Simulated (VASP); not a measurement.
MgO, 2 atoms in the cell. It takes space group Fm-3m (No. 225, cubic). Conventional cell: a = 4.306 Å, b = 4.306 Å, c = 4.306 Å, α = 90.00°, β = 90.00°, γ = 90.00°. Within 2.8 Å of Mg (site symmetry m-3m) lie 6 O at 2.15 Å. O (site symmetry m-3m) has 6 Mg at 2.15 Å within 2.8 Å. 

```yaml
Program: VASP 6.6.1
Task: single point
Functional: PBE
Potentials_or_basis: VASP PAW PBE potentials, release 64 (Mg, O)
Cutoff: 520 eV
k_mesh: 6 × 6 × 6
Occupations: gaussian, width 0.01 eV
Spin: no spin polarisation
Dipole_correction: no
Further_INCAR_settings: ALGO = Normal; EDIFF = 1e-07; NBANDS = 11
```

Potentials or basis: VASP PAW PBE potentials, release 64 (Mg, O).

Launch:

```sh
$ cat potpaw_PBE.64/Mg/POTCAR potpaw_PBE.64/O/POTCAR > POTCAR
$ mpirun -np 1 vasp_std > vasp.out
```

Hardware: 1 thread of Intel Xeon 6975P-C, with other jobs on the host.

Estimate the wall time of this run.

Run time: 3.4 s on 1 thread of Intel Xeon 6975P-C, on a shared host, peak memory 0.14 GiB. Counts: scf iterations 12, k points 16.
